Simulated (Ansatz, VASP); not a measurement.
**CoO: VASP beside Ansatz**

Contents of INCAR:

```
  PREC = Accurate
  ENCUT = 520
  EDIFF = 1E-7
  ISMEAR = 0
  SIGMA = 0.015
  LREAL = False
  LASPH = True
  NELM = 150
  ALGO = Normal
  ISIF = 2
  LWAVE = False
  LCHARG = False
  ISPIN = 2
  MAGMOM = 2 0
  LORBIT = 11
  LMAXMIX = 4
  GGA = PE
  NBANDS = 18
```

The input KPOINTS:

```
Automatic mesh
0
Gamma
  11 11 11
```

File POSCAR:

```
CoO
1.0
    0.0000000000      2.1315000000      2.1315000000
    2.1315000000      0.0000000000      2.1315000000
    2.1315000000      2.1315000000      0.0000000000
Co O
1 1
Direct
    0.0000000000      0.0000000000      0.0000000000
    0.5000000000      0.5000000000      0.5000000000
```

File input.yaml:

```yaml
crystal:
  lattice:
    - [0.0, 2.1315, 2.1315]
    - [2.1315, 0.0, 2.1315]
    - [2.1315, 2.1315, 0.0]
  atoms:
    - { symbol: Co, position: [0.0, 0.0, 0.0], spin: 2.0 }
    - { symbol: O, position: [0.5, 0.5, 0.5] }
kpoints:
  mp_grid: { grid: [11, 11, 11] }
scf:
  occupations: { method: gaussian, width: 0.015 }
hamiltonian:
  xc: pbe
  pseudopotentials: { kind: all_electron, lapw: { basis_error: 0.001 } }
magnetization:
  spin_polarized: true
output:
  forces: true
  stress: true
  eigenvalues: true
```

Alike in both runs: task single point; functional PBE; k mesh 11 × 11 × 11; occupations gaussian, width 0.015 eV; collinear spin.

```csv
,VASP,Ansatz
version,VASP 6.6.1,Ansatz 0.2.0
potentials or method,"VASP PAW PBE potentials, release 64 (Co, O), cutoff 520 eV","all-electron LAPW, scalar-relativistic"
```

```tsv
	VASP	Ansatz	Ansatz less VASP
gap on the k mesh at the Fermi level (eV)	none	none	-
pressure (GPa)	-2.4	-1.6	+0.75
net moment per atom (μB)	1.46	1.49	+0.028
size of the moment on the site where the two differ most (μB)	2.57	2.63	+0.056
```

Site moments also hang on the region over which each program counts them. A gap of «none» marks a metal or a gap that the smearing closes. Ansatz ran all-electron here, and VASP with PAW potentials.
